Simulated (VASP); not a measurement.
# TlAgS2 (P-4m2) in VASP: notebook, part 2 of 2

VASP 6.6.1. The steps go on from the part before.

### Step 5. Single point, LDA

This run uses another cell than the first one, of 25.70 Å³/atom.

The input, INCAR:

```
SYSTEM = TlAgS2
PREC = Accurate ; ENCUT = 520
EDIFF = 1E-6 ; ISMEAR = -1
SIGMA = 0.02 ; LREAL = .False.
LASPH = .True. ; NELM = 80
ALGO = Normal ; ISIF = 2
LWAVE = .False. ; LCHARG = .True.
LELF = .True. ; LVHAR = .True.
NBANDS = 26
```

The input, KPOINTS:

```
regular mesh
0
Gamma
  6 6 4
  0 0 0
```

The input, POSCAR:

```
TlAgS2
1.0
    4.1384415880      0.0000000000      0.0000000000
    0.0000000000      4.1384415880      0.0000000000
    0.0000000000      0.0000000000      6.0023385113
Ag S Tl
1 2 1
Direct
    0.0000000000      0.0000000000      0.0000000000
    0.0000000000      0.5000000000      0.2445828708
    0.5000000000      0.0000000000      0.7554171292
    0.5000000000      0.5000000000      0.5000000000
```

Potentials or basis: VASP PAW LDA potentials, release 64 (Ag, S, Tl_d).

Run with:

```bash
cat potpaw_LDA.64/Ag/POTCAR potpaw_LDA.64/S/POTCAR potpaw_LDA.64/Tl_d/POTCAR > POTCAR
mpirun -np 1 vasp_std > vasp.out
```

OUTCAR:

```text
SYSTEM = TlAgS2
   PREC = Accurate
   ENCUT = 520
   EDIFF = 1E-6
   ISMEAR = -1
   LREAL = .False.
   LASPH = .True.
   NELM = 80
   ISIF = 2

 ion  position               nearest neighbor table
   1  0.000  0.000  0.000-   2 2.54   3 2.54   2 2.54   3 2.54
   2  0.000  0.500  0.245-   1 2.54   1 2.54   4 2.58   4 2.58
   3  0.500  0.000  0.755-   1 2.54   1 2.54   4 2.58   4 2.58
   4  0.500  0.500  0.500-   2 2.58   3 2.58   3 2.58   2 2.58

  LATTYP: Found a simple tetragonal cell.
 ALAT       =     4.1384415880
 C/A-ratio  =     1.4503861861

  Lattice vectors:

 A1 = (   4.1384415880,   0.0000000000,   0.0000000000)
 A2 = (   0.0000000000,   4.1384415880,   0.0000000000)
 A3 = (   0.0000000000,   0.0000000000,   6.0023385113)

Analysis of symmetry for initial positions (statically):
=====================================================================
 Subroutine PRICEL returns:
 Original cell was already a primitive cell.

 Routine SETGRP: Setting up the symmetry group for a
 simple tetragonal supercell.

 Subroutine GETGRP returns: Found  8 space group operations
 (whereof  8 operations were pure point group operations)
 out of a pool of 16 trial point group operations.

The static configuration has the point symmetry D_2d.

Analysis of symmetry for dynamics (positions and initial velocities):
=====================================================================
 Subroutine PRICEL returns:
 Original cell was already a primitive cell.

 Routine SETGRP: Setting up the symmetry group for a
 simple tetragonal supercell.

 Subroutine GETGRP returns: Found  8 space group operations
 (whereof  8 operations were pure point group operations)
 out of a pool of 16 trial point group operations.

The dynamic configuration has the point symmetry D_2d.

 Subroutine INISYM returns: Found  8 space group operations
 (whereof  8 operations are pure point group operations),
 and found     1 'primitive' translations

----------------------------------------------------------------------------------------

                                     Primitive cell

  volume of cell :     102.8002

  direct lattice vectors                    reciprocal lattice vectors
     4.138441588  0.000000000  0.000000000     0.241636853  0.000000000  0.000000000
     0.000000000  4.138441588  0.000000000     0.000000000  0.241636853  0.000000000
     0.000000000  0.000000000  6.002338511     0.000000000  0.000000000  0.166601733

  length of vectors
     4.138441588  4.138441588  6.002338511     0.241636853  0.241636853  0.166601733

  position of ions in fractional coordinates (direct lattice)
     0.000000000  0.000000000  0.000000000
     0.000000000  0.500000000  0.244582871
     0.500000000  0.000000000  0.755417129
     0.500000000  0.500000000  0.500000000

  ion indices of the primitive-cell ions
   primitive index   ion index
                 1           1
                 2           2
                 3           3
                 4           4

----------------------------------------------------------------------------------------

 KPOINTS: regular mesh

Automatic generation of k-mesh.
 Grid dimensions read from file:
 generate k-points for:    6    6    4

 Generating k-lattice:

  Cartesian coordinates                     Fractional coordinates (reciprocal lattice)
     0.040272809  0.000000000  0.000000000     0.166666667  0.000000000  0.000000000
     0.000000000  0.040272809  0.000000000     0.000000000  0.166666667  0.000000000
     0.000000000  0.000000000  0.041650433     0.000000000  0.000000000  0.250000000

  Length of vectors
     0.040272809  0.040272809  0.041650433

  Shift w.r.t. Gamma in fractional coordinates (k-lattice)
     0.000000000  0.000000000  0.000000000

 Subroutine IBZKPT returns following result:
 ===========================================

 Found     30 irreducible k-points:

 Following reciprocal coordinates:
            Coordinates               Weight
  0.000000  0.000000  0.000000      1.000000
  0.166667  0.000000  0.000000      4.000000
  0.333333  0.000000  0.000000      4.000000
  0.500000  0.000000  0.000000      2.000000
  0.166667  0.166667  0.000000      4.000000
  0.333333  0.166667  0.000000      8.000000
[... 16 lines left out ...]
  0.333333  0.000000  0.500000      4.000000
  0.500000  0.000000  0.500000      2.000000
 [... further k-points ...]
   k-points           NKPTS =     30   k-points in BZ     NKDIM =     30   number of bands    NBANDS=     26
   number of dos      NEDOS =    301   number of ions     NIONS =      4
   total plane-waves  NPLWV =  49152
   dimension x,y,z NGX =    32 NGY =   32 NGZ =   48
   dimension x,y,z NGXF=    64 NGYF=   64 NGZF=   96
   ions per type =               1   2   1
   NGX,Y,Z   is equivalent  to a cutoff of  12.85, 12.85, 13.29 a.u.
   NGXF,Y,Z  is equivalent  to a cutoff of  25.71, 25.71, 26.59 a.u.
 SYSTEM =  TlAgS2
   PREC   = accura    normal or accurate (medium, high low for compatibility)
   ISTART =      0    job   : 0-new  1-cont  2-samecut
   ICHARG =      2    charge: 1-file 2-atom 10-const
   ISPIN  =      1    spin polarized calculation?
   LNONCOLLINEAR =      F non collinear calculations
   LSORBIT =      F    spin-orbit coupling
   LASPH  =      T    aspherical Exc in radial PAW
   ENCUT  =  520.0 eV  38.22 Ry    6.18 a.u.   7.69  7.69 11.16*2*pi/ulx,y,z
   NELM   =     80;   NELMIN=  2; NELMDL= -5     # of ELM steps
   EDIFF  = 0.1E-05   stopping-criterion for ELM
   LREAL  =      F    real-space projection
   EDIFFG = 0.1E-04   stopping-criterion for IOM
   NSW    =      0    number of steps for IOM
   IBRION =     -1    ionic relax: 0-MD 1-quasi-New 2-CG
   NFREE  =      0    steps in history (QN), initial steepest desc. (CG)
   ISIF   =      2    stress and relaxation
   ISYM   =      2    0-nonsym 1-usesym 2-fastsym
   POTIM  = 0.5000    time-step for ionic-motion
   TEBEG  =    0.0;   TEEND  =   0.0 temperature during run
   PSTRESS=    0.0 pullay stress
   NELECT =      36.0000    total number of electrons
   NUPDOWN=      -1.0000    fix difference up-down
   EMIN   =  10.00;   EMAX   =-10.00  energy-range for DOS
   EFERMI =   0.00;   METHOD = LEGACY
   ISMEAR =    -1;   SIGMA  =   0.02  broadening in eV -4-tet -1-fermi 0-gaus
   EFERMI_NEDOS =   21; number of points for ismear=-14 and -15
   IALGO  =     38    algorithm
   IMIX   =      4    mixing-type and parameters
     AMIX     =   0.40;   BMIX     =  1.00
     AMIX_MAG =   1.60;   BMIX_MAG =  1.00
  volume/ion in A,a.u.               =      25.70       173.43
  Fermi-wavevector in a.u.,A,eV,Ry     =   1.153925  2.180602 18.116744  1.331543
  Thomas-Fermi vector in A             =   2.290565
   LORBIT       =      0    0 simple, 1 ext, 2 COOP (PROOUT), +10 PAW based schemes
   GGA     = CA    functional components
   LHFCALC =     F    Hartree Fock is set to
   AEXX    =    0.0000 exact exchange contribution
   IVDW    =     0    specifies the selected vdW correction
   LEPSILON=     F    determine dielectric tensor
   LRPA    =     F    only Hartree local field effects (RPA)
 non-spin polarized calculation
  energy-cutoff  :      520.00
  volume of cell :      102.80
 maximum number of plane-waves:      2794
 NGX is ok and might be reduce to    32
   NGX = 15   NGY = 15   NGZ = 23

 number of electron      35.9999999 magnetization

 Free energy of the ion-electron system (eV)
  ---------------------------------------------------
  ext. energy  EPLUGINS =         0.00000000
  ---------------------------------------------------
  free energy    TOTEN  =       -16.52230933 eV

  energy without entropy =      -16.52175822  energy(sigma->0) =      -16.52203378

 E-fermi :   3.6859     XC(G=0):  -9.5636

 val. band max:        3.6821060058   @ k =   0.0000   0.0000   0.0000
 cond. band min:       3.7812945775   @ k =   0.5000   0.0000   0.5000
 fundamental gap:      0.0991885717
 Fermi energy:         3.6859052992

 k-point     1 :       0.0000    0.0000    0.0000
  band No.  band energies     occupation
      1      -9.5793      2.00000
      2      -9.2513      2.00000
      3      -7.7716      2.00000
      4      -7.7716      2.00000
      5      -7.6381      2.00000
      6      -7.4980      2.00000
[... 685 lines left out ...]
     25      10.7018      0.00000
     26      10.8057      0.00000

 [... further k-points ...]

------------------------ aborting loop because EDIFF is reached ----------------------------------------

  FORCE on cell =-STRESS in cart. coord.  units (eV):
  Direction    XX          YY          ZZ          XY          YZ          ZX
  --------------------------------------------------------------------------------------
  -------------------------------------------------------------------------------------
  Total       -2.2186565     -2.2186565     -2.3495479      0.0000000      0.0000000      0.0000000
  in kB      -34.5785281    -34.5785281    -36.6185163      0.0000000      0.0000000      0.0000000
  external PRESSURE =     -35.2585242 kB  Pullay stress =       0.0000000 kB

 VOLUME and BASIS-vectors are now :
 -----------------------------------------------------------------------------
  energy-cutoff  :      520.00
  volume of cell :      102.80
      direct lattice vectors                 reciprocal lattice vectors
     4.138441588  0.000000000  0.000000000     0.241636853  0.000000000  0.000000000
     0.000000000  4.138441588  0.000000000     0.000000000  0.241636853  0.000000000
     0.000000000  0.000000000  6.002338511     0.000000000  0.000000000  0.166601733

 POSITION                                       TOTAL-FORCE (eV/Angst)
 -----------------------------------------------------------------------------------
      0.00000      0.00000      0.00000        -0.000000     -0.000000     -0.000000
      0.00000      2.06922      1.46807         0.000000     -0.000000     -0.261666
      2.06922      0.00000      4.53427         0.000000     -0.000000      0.261666
      2.06922      2.06922      3.00117         0.000000      0.000000     -0.000000
 -----------------------------------------------------------------------------------
    total drift:                                0.000000      0.000000     -0.000000

  FREE ENERGIE OF THE ION-ELECTRON SYSTEM (eV)
  ---------------------------------------------------
  free  energy   TOTEN  =       -16.5223093325 eV

  energy  without entropy=      -16.5217582232  energy(sigma->0) =      -16.52203378
```

Run time: 51 s. Hardware: 1 thread of Oxide Virtual Turin-like, shared host; peak memory 0.2 GiB.

What came out:

```
Free energy            : -16.5223 eV
Pressure               : -3.5 GPa
Largest force          : 0.262 eV/Å
Band gap on the k mesh : zero (filled and empty bands touch)
```

Forces in eV/Å, atoms in the order of the input:
```
Ag   0.000  0.000  0.000
S    0.000  0.000 -0.262
S    0.000  0.000  0.262
Tl   0.000  0.000  0.000
```

Stress tensor (GPa, compression positive):
```
-3.46  0.00  0.00
 0.00 -3.46  0.00
 0.00  0.00 -3.66
```

Levels at points of the mesh, in eV from the Fermi level:
```csv
k point,band 14,band 15,band 16,band 17,band 18,band 19,band 20,band 21,band 22,band 23
"(0.00, 0.00, 0.00)",-2.63,-2.63,-0.68,-0.21,0.00,0.00,2.63,3.55,5.30,5.30
"(0.50, 0.00, 0.00)",-3.10,-2.72,-1.87,-1.63,-0.42,1.24,4.37,4.68,5.38,5.73
"(0.50, 0.50, 0.00)",-3.27,-2.77,-2.11,-2.11,-1.63,1.68,2.70,2.70,4.52,7.89
"(0.00, 0.00, 0.50)",-2.26,-2.08,-2.08,-0.65,-0.65,1.21,2.40,4.21,4.51,6.21
"(0.50, 0.00, 0.50)",-3.11,-1.71,-1.33,-0.73,-0.38,0.10,2.84,5.34,5.46,5.96
"(0.50, 0.50, 0.50)",-2.76,-2.56,-2.56,-2.24,-1.95,2.04,4.34,4.34,5.79,6.29
```

Caveat: the cell stands under tension; spin-orbit coupling is left out, which moves the levels of the heavy elements.

### Step 6. The runs side by side

| level | potentials or basis | cell | gap on the mesh (eV) | pressure (GPa) | largest force (eV/Å) |
| --- | --- | --- | --- | --- | --- |
| LDA | VASP PAW LDA potentials, release 64 (Ag, S, Tl_d) | a = 4.083, b = 4.083, c = 5.772 Å, 4 atoms, atomic positions A | none | 0.0 | 0.02 |
| PBEsol | VASP PAW PBE potentials, release 64 (Ag, S, Tl_d) | a = 4.123, b = 4.123, c = 5.859 Å, 4 atoms, atomic positions B | none | -0.1 | - |
| PBE | VASP PAW PBE potentials, release 64 (Ag, S, Tl_d) | a = 4.138, b = 4.138, c = 6.002 Å, 4 atoms, atomic positions C | none | 1.5 | 0.16 |
| LDA | VASP PAW LDA potentials, release 64 (Ag, S, Tl_d) | a = 4.138, b = 4.138, c = 6.002 Å, 4 atoms, atomic positions C | none | -3.5 | 0.26 |

Alike in all rows: task single point; no spin polarisation; k mesh 6 × 6 × 4; cutoff (eV) 520; smearing fermi-dirac 0.02 eV.

Caveats: spin-orbit coupling is left out, which moves the levels of the heavy elements; the PAW data sets were made with another functional, which shifts forces and pressure a little (at least some runs); the cell stands under tension (at least some runs).

Total energies depend on the potentials used, so only differences within one code and one set of settings carry meaning.

The gap in the log of VASP goes by the Fermi energy; the results here count the filled bands.